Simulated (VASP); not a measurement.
# BaO (Fm-3m) in VASP: a series of runs

BaO is run at these levels: PBEsol; tasks: single point, relaxation of volume and atoms at fixed shape.

All numbers are computed with VASP 6.6.1; they aren't measurements. Logs are shortened: lines on timing, memory, paths and dates and some standing lists are left out, and cuts for length are marked.

## Step 1: The cell of the first run

It takes space group Fm-3m (No. 225, cubic). Conventional cell: a = 5.490 Å, b = 5.490 Å, c = 5.490 Å, α = 90.00°, β = 90.00°, γ = 90.00°. Ba (site symmetry m-3m) has 6 O at 2.75 Å within 3.6 Å. Within 3.6 Å of O (site symmetry m-3m) lie 6 Ba at 2.75 Å.

## Step 2: Single point, PBEsol

File INCAR:

```
PREC = Accurate
ENCUT = 600
EDIFF = 1E-6
ISMEAR = 0
SIGMA = 0.01
LREAL = F
LASPH = T
NELM = 120
ALGO = Normal
ISIF = 2
LWAVE = F
LCHARG = F
GGA = PS
NBANDS = 15
GGA_COMPAT = F
```

File KPOINTS:

```
regular mesh
0
Gamma
  5 5 5
```

File POSCAR:

```
BaO
1.0
    0.0000000000      2.7451084729      2.7451084729
    2.7451084729      0.0000000000      2.7451084729
    2.7451084729      2.7451084729      0.0000000000
Ba O
1 1
Direct
    0.0000000000      0.0000000000      0.0000000000
    0.5000000000      0.5000000000      0.5000000000
```

Potentials or basis: VASP PAW PBE potentials, release 64 (Ba_sv, O).

On the command line:

```console
cat potpaw_PBE.64/Ba_sv/POTCAR potpaw_PBE.64/O/POTCAR > POTCAR
mpirun -np 1 vasp_std > vasp.out
```

OUTCAR:

```text
PREC = Accurate
   ENCUT = 600
   EDIFF = 1E-6
   ISMEAR = 0
   LREAL = F
   LASPH = T
   NELM = 120
   ISIF = 2
   GGA = PS

 ion  position               nearest neighbor table
   1  0.000  0.000  0.000-   2 2.75   2 2.75   2 2.75   2 2.75   2 2.75   2 2.75
   2  0.500  0.500  0.500-   1 2.75   1 2.75   1 2.75   1 2.75   1 2.75   1 2.75

  LATTYP: Found a face centered cubic cell.
 ALAT       =     5.4902169458

  Lattice vectors:

 A1 = (   0.0000000000,   2.7451084729,   2.7451084729)
 A2 = (   2.7451084729,   0.0000000000,   2.7451084729)
 A3 = (   2.7451084729,   2.7451084729,   0.0000000000)

Analysis of symmetry for initial positions (statically):
=====================================================================
 Subroutine PRICEL returns:
 Original cell was already a primitive cell.

 Routine SETGRP: Setting up the symmetry group for a
 face centered cubic supercell.

 Subroutine GETGRP returns: Found 48 space group operations
 (whereof 48 operations were pure point group operations)
 out of a pool of 48 trial point group operations.

The static configuration has the point symmetry O_h .

Analysis of symmetry for dynamics (positions and initial velocities):
=====================================================================
 Subroutine PRICEL returns:
 Original cell was already a primitive cell.

 Routine SETGRP: Setting up the symmetry group for a
 face centered cubic supercell.

 Subroutine GETGRP returns: Found 48 space group operations
 (whereof 48 operations were pure point group operations)
 out of a pool of 48 trial point group operations.

The dynamic configuration has the point symmetry O_h .

 Subroutine INISYM returns: Found 48 space group operations
 (whereof 48 operations are pure point group operations),
 and found     1 'primitive' translations

----------------------------------------------------------------------------------------

                                     Primitive cell

  volume of cell :      41.3722

  direct lattice vectors                    reciprocal lattice vectors
     0.000000000  2.745108473  2.745108473    -0.182142165  0.182142165  0.182142165
     2.745108473  0.000000000  2.745108473     0.182142165 -0.182142165  0.182142165
     2.745108473  2.745108473  0.000000000     0.182142165  0.182142165 -0.182142165

  length of vectors
     3.882169633  3.882169633  3.882169633     0.315479484  0.315479484  0.315479484

  position of ions in fractional coordinates (direct lattice)
     0.000000000  0.000000000  0.000000000
     0.500000000  0.500000000  0.500000000

  ion indices of the primitive-cell ions
   primitive index   ion index
                 1           1
                 2           2

----------------------------------------------------------------------------------------

 KPOINTS: regular mesh

Automatic generation of k-mesh.
 Grid dimensions read from file:
 generate k-points for:    5    5    5

 Generating k-lattice:

  Cartesian coordinates                     Fractional coordinates (reciprocal lattice)
    -0.036428433  0.036428433  0.036428433     0.200000000  0.000000000  0.000000000
     0.036428433 -0.036428433  0.036428433     0.000000000  0.200000000  0.000000000
     0.036428433  0.036428433 -0.036428433     0.000000000  0.000000000  0.200000000

  Length of vectors
     0.063095897  0.063095897  0.063095897

  Shift w.r.t. Gamma in fractional coordinates (k-lattice)
     0.000000000  0.000000000  0.000000000

 Subroutine IBZKPT returns following result:
 ===========================================

 Found     10 irreducible k-points:

 Following reciprocal coordinates:
            Coordinates               Weight
  0.000000  0.000000  0.000000      1.000000
  0.200000  0.000000  0.000000      8.000000
  0.400000  0.000000  0.000000      8.000000
  0.200000  0.200000  0.000000      6.000000
  0.400000  0.200000  0.000000     24.000000
 -0.400000  0.200000  0.000000     24.000000
 -0.200000  0.200000  0.000000     12.000000
  0.400000  0.400000  0.000000      6.000000
 -0.400000  0.400000  0.000000     12.000000
 -0.400000  0.400000  0.200000     24.000000
   k-points           NKPTS =     10   k-points in BZ     NKDIM =     10   number of bands    NBANDS=     15
   number of dos      NEDOS =    301   number of ions     NIONS =      2
   total plane-waves  NPLWV =  32768
   dimension x,y,z NGX =    32 NGY =   32 NGZ =   32
   dimension x,y,z NGXF=    64 NGYF=   64 NGZF=   64
   ions per type =               1   1
   NGX,Y,Z   is equivalent  to a cutoff of  13.70, 13.70, 13.70 a.u.
   NGXF,Y,Z  is equivalent  to a cutoff of  27.41, 27.41, 27.41 a.u.
 SYSTEM =  unknown system
   PREC   = accura    normal or accurate (medium, high low for compatibility)
   ISTART =      0    job   : 0-new  1-cont  2-samecut
   ICHARG =      2    charge: 1-file 2-atom 10-const
   ISPIN  =      1    spin polarized calculation?
   LNONCOLLINEAR =      F non collinear calculations
   LSORBIT =      F    spin-orbit coupling
   LASPH  =      T    aspherical Exc in radial PAW
   ENCUT  =  600.0 eV  44.10 Ry    6.64 a.u.   7.75  7.75  7.75*2*pi/ulx,y,z
   NELM   =    120;   NELMIN=  2; NELMDL= -5     # of ELM steps
   EDIFF  = 0.1E-05   stopping-criterion for ELM
   LREAL  =      F    real-space projection
   EDIFFG = 0.1E-04   stopping-criterion for IOM
   NSW    =      0    number of steps for IOM
   IBRION =     -1    ionic relax: 0-MD 1-quasi-New 2-CG
   NFREE  =      0    steps in history (QN), initial steepest desc. (CG)
   ISIF   =      2    stress and relaxation
   ISYM   =      2    0-nonsym 1-usesym 2-fastsym
   POTIM  = 0.5000    time-step for ionic-motion
   TEBEG  =    0.0;   TEEND  =   0.0 temperature during run
   PSTRESS=    0.0 pullay stress
   NELECT =      16.0000    total number of electrons
   NUPDOWN=      -1.0000    fix difference up-down
   EMIN   =  10.00;   EMAX   =-10.00  energy-range for DOS
   EFERMI =   0.00;   METHOD = LEGACY
   ISMEAR =     0;   SIGMA  =   0.01  broadening in eV -4-tet -1-fermi 0-gaus
   EFERMI_NEDOS =   21; number of points for ismear=-14 and -15
   IALGO  =     38    algorithm
   IMIX   =      4    mixing-type and parameters
     AMIX     =   0.40;   BMIX     =  1.00
     AMIX_MAG =   1.60;   BMIX_MAG =  1.00
  volume/ion in A,a.u.               =      20.69       139.60
  Fermi-wavevector in a.u.,A,eV,Ry     =   1.192739  2.253949 19.355997  1.422626
  Thomas-Fermi vector in A             =   2.328770
   LORBIT       =      0    0 simple, 1 ext, 2 COOP (PROOUT), +10 PAW based schemes
   GGA     = PS    functional components
   LHFCALC =     F    Hartree Fock is set to
   AEXX    =    0.0000 exact exchange contribution
   IVDW    =     0    specifies the selected vdW correction
   LEPSILON=     F    determine dielectric tensor
   LRPA    =     F    only Hartree local field effects (RPA)
 non-spin polarized calculation
 Gauss-broadening in eV      SIGMA  =   0.01
  energy-cutoff  :      600.00
  volume of cell :       41.37
 maximum number of plane-waves:      1411
   NGX = 15   NGY = 15   NGZ = 15

 number of electron      15.9999997 magnetization

 Free energy of the ion-electron system (eV)
  ---------------------------------------------------
  ext. energy  EPLUGINS =         0.00000000
  ---------------------------------------------------
  free energy    TOTEN  =       -12.39432559 eV

  energy without entropy =      -12.39432559  energy(sigma->0) =      -12.39432559

 E-fermi :   1.8748     XC(G=0):  -9.9782

 val. band max:        1.7920988677   @ k =  -0.4000   0.4000   0.0000
 cond. band min:       3.8397854827   @ k =   0.4000   0.4000   0.0000
 fundamental gap:      2.0476866150
 Fermi energy:         1.8747715732

 k-point     1 :       0.0000    0.0000    0.0000
  band No.  band energies     occupation
      1     -23.9554      2.00000
      2     -13.1130      2.00000
      3      -8.3898      2.00000
      4      -8.3898      2.00000
      5      -8.3898      2.00000
      6       1.4724      2.00000
      7       1.4724      2.00000
      8       1.4724      2.00000
      9       5.3716      0.00000
     10       6.5077      0.00000
     11       6.5077      0.00000
     12       6.5077      0.00000
     13       8.8637      0.00000
     14       8.8637      0.00000
     15      11.6636      0.00000

 k-point     2 :       0.2000    0.0000    0.0000
  band No.  band energies     occupation
      1     -23.8574      2.00000
      2     -13.3940      2.00000
      3      -8.4770      2.00000
      4      -8.4356      2.00000
      5      -8.4356      2.00000
      6       0.7208      2.00000
      7       0.9938      2.00000
      8       0.9938      2.00000
      9       6.2304      0.00000
     10       6.9945      0.00000
     11       7.2535      0.00000
     12       7.2535      0.00000
     13       9.8614      0.00000
     14       9.8614      0.00000
     15      13.9439      0.00000

 k-point     3 :       0.4000    0.0000    0.0000
  band No.  band energies     occupation
      1     -23.6905      2.00000
      2     -13.8509      2.00000
      3      -8.5994      2.00000
      4      -8.5062      2.00000
      5      -8.5062      2.00000
      6      -0.1430      2.00000
      7       0.3622      2.00000
      8       0.3622      2.00000
      9       6.6345      0.00000
     10       8.7930      0.00000
     11       8.7930      0.00000
     12       9.5617      0.00000
     13      11.9073      0.00000
     14      11.9073      0.00000
     15      15.9049      0.00000
[... 91 lines left out ...]
 k-point     9 :      -0.4000    0.4000    0.0000
  band No.  band energies     occupation
      1     -23.5827      2.00000
      2     -13.4780      2.00000
      3      -9.8613      2.00000
      4      -8.9430      2.00000
      5      -8.9180      2.00000
      6       1.1006      2.00000
      7       1.2573      2.00000
      8       1.7921      2.00000
      9       4.6811      0.00000
     10       8.6899      0.00000
     11       8.9728      0.00000
     12      11.0176      0.00000
     13      11.3896      0.00000
     14      13.9713      0.00000
     15      14.5260      0.00000

 k-point    10 :      -0.4000    0.4000    0.2000
  band No.  band energies     occupation
      1     -23.6001      2.00000
      2     -13.5905      2.00000
      3      -9.4257      2.00000
      4      -9.3426      2.00000
      5      -8.5070      2.00000
      6       0.4675      2.00000
      7       1.2608      2.00000
      8       1.5803      2.00000
      9       5.6682      0.00000
     10       7.5335      0.00000
     11       9.0205      0.00000
     12      10.9016      0.00000
     13      11.6413      0.00000
     14      13.7349      0.00000
     15      14.8729      0.00000

------------------------ aborting loop because EDIFF is reached ----------------------------------------

  FORCE on cell =-STRESS in cart. coord.  units (eV):
  Direction    XX          YY          ZZ          XY          YZ          ZX
  --------------------------------------------------------------------------------------
  -------------------------------------------------------------------------------------
  Total        0.4781947      0.4781947      0.4781947      0.0000000      0.0000000      0.0000000
  in kB       18.5185419     18.5185419     18.5185419      0.0000000      0.0000000      0.0000000
  external PRESSURE =      18.5185419 kB  Pullay stress =       0.0000000 kB

 VOLUME and BASIS-vectors are now :
 -----------------------------------------------------------------------------
  energy-cutoff  :      600.00
  volume of cell :       41.37
      direct lattice vectors                 reciprocal lattice vectors
     0.000000000  2.745108473  2.745108473    -0.182142165  0.182142165  0.182142165
     2.745108473  0.000000000  2.745108473     0.182142165 -0.182142165  0.182142165
     2.745108473  2.745108473  0.000000000     0.182142165  0.182142165 -0.182142165

 POSITION                                       TOTAL-FORCE (eV/Angst)
 -----------------------------------------------------------------------------------
      0.00000      0.00000      0.00000         0.000000      0.000000      0.000000
      2.74511      2.74511      2.74511        -0.000000     -0.000000     -0.000000
 -----------------------------------------------------------------------------------
    total drift:                                0.000000     -0.000000      0.000000

  FREE ENERGIE OF THE ION-ELECTRON SYSTEM (eV)
  ---------------------------------------------------
  free  energy   TOTEN  =       -12.3943255911 eV

  energy  without entropy=      -12.3943255911  energy(sigma->0) =      -12.39432559
```

Run time: 8.9 s. Hardware: 1 thread of Intel Xeon Platinum 8488C (Sapphire Rapids), shared host; peak memory 0.17 GiB.

What came out:

```yaml
Free_energy: -12.3943 eV
Pressure: 1.9 GPa
Band_gap_on_the_k_mesh: 2.05 eV, indirect (least direct gap 2.20 eV)
```

Caveat: the PAW data sets were made with another functional, which shifts forces and pressure a little; spin-orbit coupling is left out, which moves the levels of the heavy elements. A hybrid or GW would open this gap; PBEsol tends to underestimate it.

## Step 3: Relaxation of volume and atoms at fixed shape, PBEsol

This run uses another cell than the first one, of 20.80 Å³/atom, 1.005 times its volume.

File INCAR:

```
PREC     = Accurate       # precision mode
ENCUT    = 600            # plane-wave cutoff, eV
EDIFF    = 1E-7           # SCF threshold, eV
ISMEAR   = 0              # smearing method
SIGMA    = 0.01           # smearing width, eV
LREAL    = F              # projectors in reciprocal space
LASPH    = T              # aspherical terms in the spheres
NELM     = 120            # most SCF steps
ALGO     = Normal         # electronic algorithm
ISIF     = 8              # what is computed and relaxed
LWAVE    = F              # write WAVECAR
LCHARG   = F              # write CHGCAR
GGA      = PS             # functional
IBRION   = 2              # ionic algorithm
NSW      = 60             # ionic steps
EDIFFG   = -0.02          # ionic threshold
GGA_COMPAT= F            
NELMIN   = 4
```

KPOINTS is that of step 2.

File POSCAR:

```
BaO
1.0
    0.0000000000      2.7500000000      2.7500000000
    2.7500000000      0.0000000000      2.7500000000
    2.7500000000      2.7500000000      0.0000000000
Ba O
1 1
Direct
    0.0000000000      0.0000000000      0.0000000000
    0.5000000000      0.5000000000      0.5000000000
```

Potentials or basis: VASP PAW PBE potentials, release 64 (Ba_sv, O).

On the command line:

```console
cat potpaw_PBE.64/Ba_sv/POTCAR potpaw_PBE.64/O/POTCAR > POTCAR
mpirun -np 1 vasp_std > vasp.out
```

Wall time 19 s (1 thread of Intel Xeon Platinum 8488C (Sapphire Rapids), shared host); peak memory 0.18 GiB.

Results (log left out):

- Free energy: -12.3999 eV
- Relaxed volume: 21.16 Å³/atom
- Relaxed cell: a = 3.912 Å, b = 3.912 Å, c = 3.912 Å, α = 60.00°, β = 60.00°, γ = 60.00°
- Space group after relaxing (to 0.05 Å): Fm-3m (No. 225)
- Energy gained by relaxing: 1.6 meV/atom
- Ionic steps: 3
- Pressure after relaxing: 0.0 GPa
- Band gap on the k mesh: 2.12 eV, indirect (least direct gap 2.24 eV)

Step by step:
```tsv
step	energy change (eV)	largest force (eV/Å)	pressure (GPa)	volume (Å³)
1	0.0000	0.0000	1.39	41.59
2	-0.0024	0.0000	-0.64	42.69
3	-0.0031	0.0000	0.00	42.33
```

Final structure:
```cif
data_structure
_symmetry_space_group_name_H-M 'P 1'
_symmetry_Int_Tables_number 1
_cell_length_a 3.9119
_cell_length_b 3.9119
_cell_length_c 3.9119
_cell_angle_alpha 60.000
_cell_angle_beta 60.000
_cell_angle_gamma 60.000
_cell_volume 42.33
loop_
_atom_site_label
_atom_site_type_symbol
_atom_site_fract_x
_atom_site_fract_y
_atom_site_fract_z
_atom_site_occupancy
Ba1 Ba 0.00000 0.00000 0.00000 1
O1 O 0.50000 0.50000 0.50000 1
```

Levels at points of the mesh, in eV from the valence-band top:
```csv
k point,band 6,band 7,band 8,band 9,band 10,band 11
"(0.00, 0.00, 0.00)",-0.26,-0.26,-0.26,3.48,4.73,4.73
```

Caveat: the PAW data sets were made with another functional, which shifts forces and pressure a little; spin-orbit coupling is left out, which moves the levels of the heavy elements.
